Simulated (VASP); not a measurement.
# Cd (P6_3/mmc) in VASP: notebook

Cd is run at these levels: PBEsol; tasks: single point.

Everything below comes from runs of VASP 6.6.1. Logs are shortened: lines on timing, memory, paths and dates and some standing lists are left out, and cuts for length are marked.

### 1 The cell of the first run

The structure is hexagonal, space group P6_3/mmc (No. 194). Conventional cell: a = 3.062 Å, b = 3.062 Å, c = 5.195 Å, α = 90.00°, β = 90.00°, γ = 120.00°. Within 4.0 Å of Cd (site symmetry -6m2) lie 12 Cd at 3.06 to 3.14 Å.

### 2 Single point, PBEsol (biaxial strain in the a-b plane: +4.0 %, then relaxed in part)

Input file INCAR:

```
SYSTEM = Cd
PREC = Accurate
ENCUT = 520
EDIFF = 1E-6
ISMEAR = 0
SIGMA = 0.1
LREAL = .FALSE.
LASPH = .TRUE.
NELM = 60
ALGO = Fast
ISIF = 2
LWAVE = .FALSE.
LCHARG = .FALSE.
GGA = PS
NBANDS = 19
```

Input file KPOINTS:

```
Automatic mesh
0
G
  24 24 10
  0 0 0
```

Input file POSCAR:

```
Cd
1.0
    3.0619820046      0.0000000000      0.0000000000
   -1.5309910023      2.6517542019      0.0000000000
    0.0000000000      0.0000000000      5.1945106981
Cd
2
Direct
    0.3333333333      0.6666666667      0.2500000000
    0.6666666667      0.3333333333      0.7500000000
```

Potentials or basis: VASP PAW PBE potentials, release 64 (Cd).

Command:

```sh
cat potpaw_PBE.64/Cd/POTCAR > POTCAR
mpirun -np 1 vasp_std > vasp.out
```

OUTCAR:

```text
SYSTEM = Cd
   PREC = Accurate
   ENCUT = 520
   EDIFF = 1E-6
   ISMEAR = 0
   LREAL = .FALSE.
   LASPH = .TRUE.
   NELM = 60
   ISIF = 2
   GGA = PS

 ion  position               nearest neighbor table
   1  0.333  0.667  0.250-   2 3.14   2 3.14   2 3.14   2 3.14   2 3.14   2 3.14
   2  0.667  0.333  0.750-   1 3.14   1 3.14   1 3.14   1 3.14   1 3.14   1 3.14

  LATTYP: Found a hexagonal cell.
 ALAT       =     3.0619820046
 C/A-ratio  =     1.6964536990

  Lattice vectors:

 A1 = (   3.0619820046,   0.0000000000,   0.0000000000)
 A2 = (  -1.5309910023,   2.6517542019,   0.0000000000)
 A3 = (   0.0000000000,   0.0000000000,   5.1945106981)

Analysis of symmetry for initial positions (statically):
=====================================================================
 Subroutine PRICEL returns:
 Original cell was already a primitive cell.

 Routine SETGRP: Setting up the symmetry group for a
 hexagonal supercell.

 Subroutine GETGRP returns: Found 24 space group operations
 (whereof 12 operations were pure point group operations)
 out of a pool of 24 trial point group operations.

The static configuration has the point symmetry D_3d.
 The point group associated with its full space group is D_6h.

Analysis of symmetry for dynamics (positions and initial velocities):
=====================================================================
 Subroutine PRICEL returns:
 Original cell was already a primitive cell.

 Routine SETGRP: Setting up the symmetry group for a
 hexagonal supercell.

 Subroutine GETGRP returns: Found 24 space group operations
 (whereof 12 operations were pure point group operations)
 out of a pool of 24 trial point group operations.

The dynamic configuration has the point symmetry D_3d.
 The point group associated with its full space group is D_6h.

 Subroutine INISYM returns: Found 24 space group operations
 (whereof 12 operations are pure point group operations),
 and found     1 'primitive' translations

----------------------------------------------------------------------------------------

                                     Primitive cell

  volume of cell :      42.1775

  direct lattice vectors                    reciprocal lattice vectors
     3.061982005  0.000000000  0.000000000     0.326585851  0.188554429  0.000000000
    -1.530991002  2.651754202  0.000000000     0.000000000  0.377108858  0.000000000
     0.000000000  0.000000000  5.194510698     0.000000000  0.000000000  0.192510914

  length of vectors
[... 75 lines left out ...]
   ICHARG =      2    charge: 1-file 2-atom 10-const
   ISPIN  =      1    spin polarized calculation?
   LNONCOLLINEAR =      F non collinear calculations
   LSORBIT =      F    spin-orbit coupling
   LASPH  =      T    aspherical Exc in radial PAW
   ENCUT  =  520.0 eV  38.22 Ry    6.18 a.u.   5.69  5.69  9.66*2*pi/ulx,y,z
   NELM   =     60;   NELMIN=  2; NELMDL= -5     # of ELM steps
   EDIFF  = 0.1E-05   stopping-criterion for ELM
   LREAL  =      F    real-space projection
   EDIFFG = 0.1E-04   stopping-criterion for IOM
   NSW    =      0    number of steps for IOM
   IBRION =     -1    ionic relax: 0-MD 1-quasi-New 2-CG
   NFREE  =      0    steps in history (QN), initial steepest desc. (CG)
   ISIF   =      2    stress and relaxation
   ISYM   =      2    0-nonsym 1-usesym 2-fastsym
   POTIM  = 0.5000    time-step for ionic-motion
   TEBEG  =    0.0;   TEEND  =   0.0 temperature during run
   PSTRESS=    0.0 pullay stress
   NELECT =      24.0000    total number of electrons
   NUPDOWN=      -1.0000    fix difference up-down
   EMIN   =  10.00;   EMAX   =-10.00  energy-range for DOS
   EFERMI =   0.00;   METHOD = LEGACY
   ISMEAR =     0;   SIGMA  =   0.10  broadening in eV -4-tet -1-fermi 0-gaus
   EFERMI_NEDOS =   21; number of points for ismear=-14 and -15
   IALGO  =     68    algorithm
   IMIX   =      4    mixing-type and parameters
     AMIX     =   0.40;   BMIX     =  1.00
     AMIX_MAG =   1.60;   BMIX_MAG =  1.00
  volume/ion in A,a.u.               =      21.09       142.31
  Fermi-wavevector in a.u.,A,eV,Ry     =   1.356600  2.563602 25.039657  1.840363
  Thomas-Fermi vector in A             =   2.483589
   LORBIT       =      0    0 simple, 1 ext, 2 COOP (PROOUT), +10 PAW based schemes
   GGA     = PS    functional components
   LHFCALC =     F    Hartree Fock is set to
   AEXX    =    0.0000 exact exchange contribution
   IVDW    =     0    specifies the selected vdW correction
   LEPSILON=     F    determine dielectric tensor
   LRPA    =     F    only Hartree local field effects (RPA)
 non-spin polarized calculation
 RMM-DIIS sequential band-by-band and
 Gauss-broadening in eV      SIGMA  =   0.10
  energy-cutoff  :      520.00
  volume of cell :       42.18
 maximum number of plane-waves:      1172
 NGX is ok and might be reduce to    24
   NGX = 11   NGY = 11   NGZ = 19

 number of electron      24.0000012 magnetization

 Free energy of the ion-electron system (eV)
  ---------------------------------------------------
  ext. energy  EPLUGINS =         0.00000000
  ---------------------------------------------------
  free energy    TOTEN  =        -2.38418045 eV

  energy without entropy =       -2.38078995  energy(sigma->0) =       -2.38248520

 E-fermi :   3.0056     XC(G=0): -11.3500

 val. band max:        2.9970662437   @ k =   0.3333   0.0000   0.0000
 cond. band min:       3.0091538361   @ k =   0.3333   0.2917   0.3000
 fundamental gap:      0.0120875924
 Fermi energy:         3.0055962017

 k-point     1 :       0.0000    0.0000    0.0000
  band No.  band energies     occupation
      1      -6.8525      2.00000
      2      -6.3727      2.00000
      3      -6.2261      2.00000
      4      -6.2261      2.00000
      5      -6.1662      2.00000
      6      -6.1377      2.00000
[... 505 lines left out ...]
      6      -5.9533      2.00000
[... 11 lines left out ...]
     18      15.0818      0.00000
     19      15.4432      0.00000

 [... further k-points ...]
[... 5 lines left out ...]
  --------------------------------------------------------------------------------------
  -------------------------------------------------------------------------------------
  Total       -0.3015692     -0.3015692      0.0851398      0.0000000      0.0000000     -0.0000000
  in kB      -11.4555785    -11.4555785      3.2341693      0.0000000      0.0000000     -0.0000000
  external PRESSURE =      -6.5589959 kB  Pullay stress =       0.0000000 kB

 VOLUME and BASIS-vectors are now :
 -----------------------------------------------------------------------------
  energy-cutoff  :      520.00
  volume of cell :       42.18
      direct lattice vectors                 reciprocal lattice vectors
     3.061982005  0.000000000  0.000000000     0.326585851  0.188554429  0.000000000
    -1.530991002  2.651754202  0.000000000     0.000000000  0.377108858  0.000000000
     0.000000000  0.000000000  5.194510698     0.000000000  0.000000000  0.192510914

 POSITION                                       TOTAL-FORCE (eV/Angst)
 -----------------------------------------------------------------------------------
     -0.00000      1.76784      1.29863        -0.000000      0.000000      0.000000
      1.53099      0.88392      3.89588         0.000000      0.000000      0.000000
 -----------------------------------------------------------------------------------
    total drift:                               -0.000000      0.000000      0.000000

  FREE ENERGIE OF THE ION-ELECTRON SYSTEM (eV)
  ---------------------------------------------------
  free  energy   TOTEN  =        -2.3841804505 eV

  energy  without entropy=       -2.3807899492  energy(sigma->0) =       -2.38248520
```

OSZICAR:

```text
N       E                     dE             d eps       ncg     rms          rms(c)
DAV:   1     0.176341463112E+03    0.17634E+03   -0.13126E+04 13916   0.128E+03
DAV:   2     0.144474016806E+01   -0.17490E+03   -0.16858E+03 14457   0.335E+02
DAV:   3    -0.255500073046E+01   -0.39997E+01   -0.39915E+01 15753   0.580E+01
DAV:   4    -0.256200352119E+01   -0.70028E-02   -0.70023E-02 15094   0.227E+00
DAV:   5    -0.256202369569E+01   -0.20174E-04   -0.20174E-04 15466   0.121E-01    0.459E+00
RMM:   6    -0.239769066071E+01    0.16433E+00   -0.37079E-01 13974   0.562E+00    0.370E+00
RMM:   7    -0.238594504910E+01    0.11746E-01   -0.23671E-02 14314   0.109E+00    0.198E+00
RMM:   8    -0.238413118361E+01    0.18139E-02   -0.35410E-03 14854   0.828E-01    0.101E-01
RMM:   9    -0.238416151141E+01   -0.30328E-04   -0.17883E-04 15148   0.139E-01    0.302E-02
RMM:  10    -0.238418539870E+01   -0.23887E-04   -0.83132E-05 14820   0.118E-01    0.345E-02
RMM:  11    -0.238418051234E+01    0.48864E-05   -0.18411E-05 15388   0.402E-02    0.162E-03
RMM:  12    -0.238418045049E+01    0.61848E-07   -0.44952E-07  9309   0.652E-03
   1 F= -.23841805E+01 E0= -.23824852E+01  d E =-.339050E-02
```

stdout:

```text
POSCAR found type information on POSCAR Cd
 POSCAR found :  1 types and       2 ions
 scaLAPACK will be used
 -----------------------------------------------------------------------------
|                                                                             |
|                                                                             |
|     You enforced a specific xc type in the INCAR file but a different       |
|     I HOPE YOU KNOW WHAT YOU ARE DOING!                                     |
|                                                                             |
 -----------------------------------------------------------------------------

 LDA part: xc-table for (Slater+PW92), standard interpolation
 POSCAR, INCAR and KPOINTS ok, starting setup
 FFT: planning ... GRIDC
 FFT: planning ... GRID_SOFT
 FFT: planning ... GRID
 WAVECAR not read
 entering main loop
```

Run time: 4.1 min. Hardware: 1 thread of Intel Xeon Platinum 8259CL at 2.50GHz (Skylake/Cascade Lake), shared host; peak memory 0.34 GiB.

What came out:

```yaml
Free_energy: -2.3842 eV
Pressure: -0.7 GPa
Band_gap_on_the_k_mesh: zero (band 12 reaches 4.64 eV, above the bottom of band 13 at 1.15 eV)
```

Levels at points of the mesh, in eV from the Fermi level:
```csv
k point,band 9,band 10,band 11,band 12,band 13,band 14,band 15,band 16
"(0.00, 0.00, 0.00)",-8.89,-8.45,-8.45,-2.79,-1.86,13.28,13.28,13.54
"(0.50, 0.00, 0.00)",-8.33,-8.28,-2.80,-2.43,2.58,3.06,3.75,5.51
"(0.00, 0.00, 0.50)",-8.61,-8.61,-7.42,-7.42,5.56,5.56,13.89,13.89
"(0.50, 0.00, 0.50)",-8.30,-8.30,-1.82,-1.82,-0.23,-0.23,9.21,9.21
```

Caveat: the cell differs from its parent crystal (biaxial strain in the a-b plane: +4.0 %, then relaxed in part); the PAW data sets were made with another functional, which shifts forces and pressure a little.

(Continued in part 2 of 2.)
